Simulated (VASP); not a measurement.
Wanted: the native input for a VASP 6.6.1 run.

| Quantity | Value |
| --- | --- |
| Task | single point |
| Functional | r2SCAN |
| Potentials or basis | VASP PAW PBE potentials, release 64 (Al, N) |
| Cutoff | 520 eV |
| k mesh | 10 × 10 × 10 |
| Occupations | gaussian, width 0.02 eV |
| Spin | no spin polarisation |
| Dipole correction | no |
| Further INCAR settings | ALGO = Normal; EDIFF = 1e-07; NBANDS = 11 |

AlN:

```
CELL_PARAMETERS angstrom
0.00000 2.14030 2.14030
2.14030 0.00000 2.14030
2.14030 2.14030 0.00000
ATOMIC_POSITIONS crystal
Al 0.00000 0.00000 0.00000
N 0.75000 0.75000 0.75000
```

This cell differs from its parent crystal: volume scaled by 0.94.

These files were run (other wordings do the same):

POSCAR

```
AlN
1.0
    0.0000000000      2.1402983017      2.1402983017
    2.1402983017      0.0000000000      2.1402983017
    2.1402983017      2.1402983017      0.0000000000
Al N
1 1
Direct
    0.0000000000      0.0000000000      0.0000000000
    0.7500000000      0.7500000000      0.7500000000
```

INCAR.step1

```
SYSTEM = AlN
ALGO = Normal
EDIFF = 1E-4
ENCUT = 520
GGA = PE
ISMEAR = 0
LASPH = .TRUE.
LCHARG = .FALSE.
LREAL = .FALSE.
LWAVE = .TRUE.
NBANDS = 11
NELM = 60
PREC = Accurate
SIGMA = 0.02
```

INCAR.step2

```
SYSTEM = AlN
ALGO = Normal
EDIFF = 1E-7
ENCUT = 520
ISIF = 2
ISMEAR = 0
ISTART = 1
LASPH = .TRUE.
LCHARG = .FALSE.
LMIXTAU = .TRUE.
LREAL = .FALSE.
LWAVE = .FALSE.
METAGGA = R2SCAN
NBANDS = 11
NELM = 60
PREC = Accurate
SIGMA = 0.02
```

KPOINTS

```
k-points
0
G
  10 10 10
  0 0 0
```

Potentials or basis: VASP PAW PBE potentials, release 64 (Al, N).

Run with:

```bash
$ cat potpaw_PBE.64/Al/POTCAR potpaw_PBE.64/N/POTCAR > POTCAR
$ cp INCAR.step1 INCAR
$ mpirun -np 1 vasp_std > vasp.out
$ cp INCAR.step2 INCAR
$ mpirun -np 1 vasp_std > vasp.out
```

Results of the run:

* Pressure: 14.3 GPa
* Band gap on the k mesh: 3.98 eV, indirect (least direct gap 5.47 eV)

Caveat: the PAW data sets were made with another functional, which shifts forces and pressure a little.

Run time: 18 s on 1 thread of Intel(R) Xeon(R) Platinum 8559C (Emerald Rapids), on a shared host, peak memory 0.13 GiB.
